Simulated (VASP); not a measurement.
# Zn (P6_3/mmc) in VASP: a series of runs, part 2 of 2

VASP 6.6.1. The steps go on from the part before.

## Step 3: Relaxation of shape and atoms at fixed volume, PBE (13.50 Å³/atom)

This run uses another cell than the first one, of 13.50 Å³/atom.

The input, INCAR:

```
SYSTEM = Zn
  PREC = Accurate
  ENCUT = 600
  EDIFF = 1E-6
  ISMEAR = 0
  SIGMA = 0.1
  LREAL = .FALSE.
  LASPH = .TRUE.
  NELM = 60
  ALGO = Normal
  ISIF = 4
  LWAVE = .FALSE.
  LCHARG = .FALSE.
  GGA = PE
  IBRION = 2
  NSW = 50
  EDIFFG = -0.01
```

The input, KPOINTS:

```
regular mesh
0
G
  18 18 8
  0 0 0
```

The input, POSCAR:

```
Zn
1.0
    2.5770386514      0.0000000000      0.0000000000
   -1.2885193257      2.2317809387      0.0000000000
    0.0000000000      0.0000000000      4.6937575354
Zn
2
Direct
    0.3333333333      0.6666666667      0.2500000000
    0.6666666667      0.3333333333      0.7500000000
```

Potentials or basis: VASP PAW PBE potentials, release 64 (Zn).

The run is started by

```bash
cat potpaw_PBE.64/Zn/POTCAR > POTCAR
mpirun -np 1 vasp_std > vasp.out
```

It took 4 min on 1 thread of Intel Xeon 8259CL, shared host; peak memory 0.22 GiB.

It converged, with:

```
Free energy               : -2.1080 eV
Energy gained by relaxing : 0.4 meV/atom
Ionic steps               : 4
Pressure after relaxing   : 11.1 GPa
Band gap on the k mesh    : zero (bands 12 and 13 overlap by 3.89 eV)
```

Stress tensor (GPa, compression positive):
```
11.03  0.00  0.00
 0.00 11.03  0.00
 0.00  0.00 11.16
```

Step by step:
```tsv
step	energy change (eV)	largest force (eV/Å)	pressure (GPa)	volume (Å³)
1	0.0000	0.0000	11.54	27.00
2	-0.0006	0.0000	11.45	27.00
3	-0.0010	0.0000	11.30	27.00
4	-0.0009	0.0000	11.07	27.00
```

Final structure:
```
CELL_PARAMETERS angstrom
2.59962 0.00000 0.00000
-1.29981 2.25134 0.00000
0.00000 0.00000 4.61258
ATOMIC_POSITIONS crystal
Zn 0.33333 0.66667 0.25000
Zn 0.66667 0.33333 0.75000
```

Levels at points of the mesh, in eV from the Fermi level:
```
           k point  band 8  band 9  band 10  band 11  band 12  band 13  band 14  band 15  band 16
(0.00, 0.00, 0.00)   -7.70   -7.70    -7.38    -7.38    -4.11    -2.46    16.35    17.97    17.97
(0.50, 0.00, 0.00)   -7.36   -7.22    -7.19    -3.48    -2.55     3.17     3.60     5.04     6.01
(0.00, 0.00, 0.50)   -8.10   -7.50    -7.50    -7.50    -7.50     5.86     5.86    19.52    19.52
(0.50, 0.00, 0.50)   -7.40   -7.20    -7.20    -2.42    -2.42     0.14     0.14    11.55    11.55
```

## Step 4: Single point, revPBE, non-collinear spin, zero start, spin-orbit coupling

This run uses another cell than the first one, of 13.50 Å³/atom.

The input, INCAR:

```
  PREC = Accurate
  ENCUT = 520
  EDIFF = 1E-6
  ISMEAR = 0
  SIGMA = 0.1
  LREAL = False
  LASPH = True
  NELM = 150
  ALGO = Normal
  ISIF = 2
  LWAVE = False
  LCHARG = False
  MAGMOM = 0 0 0 0 0 0
  LORBIT = 11
  LSORBIT = True
  GGA_COMPAT = False
  LORBMOM = True
  GGA = RE
  NBANDS = 36
```

The input, KPOINTS:

```
Automatic mesh
0
Gamma
  18 18 8
```

The input, POSCAR:

```
Zn
1.0
    2.5876254539      0.0000000000      0.0000000000
   -1.2938127270      2.2409493786      0.0000000000
    0.0000000000      0.0000000000      4.6554287802
Zn
2
Direct
    0.3333333333      0.6666666667      0.2500000000
    0.6666666667      0.3333333333      0.7500000000
```

Potentials or basis: VASP PAW PBE potentials, release 64 (Zn).

The run is started by

```bash
cat potpaw_PBE.64/Zn/POTCAR > POTCAR
mpirun -np 1 vasp_ncl > vasp.out
```

OUTCAR:

```text
PREC = Accurate
   ENCUT = 520
   EDIFF = 1E-6
   ISMEAR = 0
   LREAL = False
   LASPH = True
   NELM = 150
   ISIF = 2
   LORBIT = 11
   LSORBIT = True
   GGA = RE

 ion  position               nearest neighbor table
   1  0.333  0.667  0.250-   2 2.77   2 2.77   2 2.77   2 2.77   2 2.77   2 2.77
   2  0.667  0.333  0.750-   1 2.77   1 2.77   1 2.77   1 2.77   1 2.77   1 2.77

  LATTYP: Found a hexagonal cell.
 ALAT       =     2.5876254539
 C/A-ratio  =     1.7991122993

  Lattice vectors:

 A1 = (   2.5876254539,   0.0000000000,   0.0000000000)
 A2 = (  -1.2938127270,   2.2409493786,   0.0000000000)
 A3 = (   0.0000000000,   0.0000000000,   4.6554287802)

Analysis of symmetry for initial positions (statically):
=====================================================================
 Subroutine PRICEL returns:
 Original cell was already a primitive cell.

 Routine SETGRP: Setting up the symmetry group for a
 hexagonal supercell.

 Subroutine GETGRP returns: Found 24 space group operations
 (whereof 12 operations were pure point group operations)
 out of a pool of 24 trial point group operations.

[... 1203 lines left out ...]
     0.0000000     0.0000000     0.0000000     0.0000000     0.0000000     0.0000000     0.0000000
     0.0000000     0.0000000     0.0000000     0.0000000     0.0000000     0.0000000     0.0000000
     0.0000000     0.0000000     0.0000000     0.0000000     0.0000000     0.0000000     0.0000000
     0.0000000     0.0000000     0.0000000     0.0000000     0.0000000     0.0000000     0.0000000
     0.0000000     0.0000000     0.0000000     0.0000000     0.0000000     0.0000000     0.0000000

 Ion:    2  E_soc:     -0.0093055
 l=   1
     0.0000000    -0.0004764    -0.0005137
    -0.0004764     0.0000000    -0.0004764
    -0.0005137    -0.0004764     0.0000000
 l=   2
     0.0000000    -0.0002145     0.0000000    -0.0002145    -0.0008821
    -0.0002145     0.0000000    -0.0006191    -0.0002079    -0.0002145
     0.0000000    -0.0006191     0.0000000    -0.0006191     0.0000000
    -0.0002145    -0.0002079    -0.0006191     0.0000000    -0.0002145
    -0.0008821    -0.0002145     0.0000000    -0.0002145     0.0000000
 l=   3
     0.0000000     0.0000000     0.0000000     0.0000000     0.0000000     0.0000000     0.0000000
     0.0000000     0.0000000     0.0000000     0.0000000     0.0000000     0.0000000     0.0000000
     0.0000000     0.0000000     0.0000000     0.0000000     0.0000000     0.0000000     0.0000000
     0.0000000     0.0000000     0.0000000     0.0000000     0.0000000     0.0000000     0.0000000
     0.0000000     0.0000000     0.0000000     0.0000000     0.0000000     0.0000000     0.0000000
     0.0000000     0.0000000     0.0000000     0.0000000     0.0000000     0.0000000     0.0000000
     0.0000000     0.0000000     0.0000000     0.0000000     0.0000000     0.0000000     0.0000000

 total charge

# of ion       s       p       d       tot
------------------------------------------
    1        0.600   0.533   9.726  10.859
    2        0.600   0.533   9.726  10.859
--------------------------------------------------
tot          1.200   1.066  19.452  21.718

 magnetization (x)

# of ion       s       p       d       tot
------------------------------------------
    1       -0.000  -0.000  -0.000  -0.000
    2        0.000   0.000  -0.000   0.000
--------------------------------------------------
tot         -0.000   0.000  -0.000  -0.000

 magnetization (y)

# of ion       s       p       d       tot
------------------------------------------
    1        0.000   0.000   0.000   0.000
    2        0.000   0.000   0.000   0.000
--------------------------------------------------
tot          0.000   0.000   0.000   0.000

 magnetization (z)

# of ion       s       p       d       tot
------------------------------------------
    1        0.000   0.000   0.000   0.000
    2        0.000   0.000   0.000   0.000
--------------------------------------------------
tot          0.000   0.000   0.000   0.000
```

stdout:

```text
POSCAR found type information on POSCAR Zn
 POSCAR found :  1 types and       2 ions
 scaLAPACK will be used
 -----------------------------------------------------------------------------
|                                                                             |
|                                                                             |
|     You enforced a specific xc type in the INCAR file but a different       |
|     I HOPE YOU KNOW WHAT YOU ARE DOING!                                     |
|                                                                             |
 -----------------------------------------------------------------------------

 LDA part: xc-table for (Slater+PW92), standard interpolation
 POSCAR, INCAR and KPOINTS ok, starting setup
 FFT: planning ... GRIDC
 FFT: planning ... GRID_SOFT
 FFT: planning ... GRID
 WAVECAR not read
 entering main loop
```

Run time: 2.6 min. Hardware: 1 thread of Intel Xeon Platinum 8559C (Emerald Rapids), shared host; peak memory 0.37 GiB.

What came out:

| Quantity | Value |
| --- | --- |
| Free energy | -1.4633 eV |
| Pressure | 14.1 GPa |
| Net moment | 0.00 μB per cell |
| Valence electrons inside the program's atomic spheres | Zn 10.86 |

Stress tensor (GPa, compression positive):
```
14.44  0.00  0.00
 0.00 14.44  0.00
 0.00  0.00 13.45
```

Moments on the atoms (μB; x, y, z):
```
Zn  0.00 0.00 0.00
Zn  0.00 0.00 0.00
```

Caveat: the cell stands under pressure; the PAW data sets were made with another functional, which shifts forces and pressure a little.

## Step 5: The runs side by side

```tsv
task	level	spin	cell	cutoff (eV)	gap on the mesh (eV)	pressure (GPa)
relaxation of shape and atoms at fixed volume	PBE	off	relaxed from a = 2.695, b = 2.695, c = 5.366 Å, angles 90.0, 90.0, 120.0°, 2 atoms	600	none	-4.5
relaxation of shape and atoms at fixed volume	PBE	off	relaxed from a = 2.577, b = 2.577, c = 4.694 Å, angles 90.0, 90.0, 120.0°, 2 atoms	600	none	11.1
single point	revPBE	non-collinear, zero start, SOC	a = 2.588, b = 2.588, c = 4.655 Å, angles 90.0, 90.0, 120.0°, 2 atoms	520	-	14.1
```

Alike in all rows: potentials or basis VASP PAW PBE potentials, release 64 (Zn); k mesh 18 × 18 × 8; smearing gaussian 0.1 eV.

Caveats: the cell stands under pressure (at least some runs); the PAW data sets were made with another functional, which shifts forces and pressure a little (at least some runs).

Absolute energies hang on the potentials; compare differences alone.
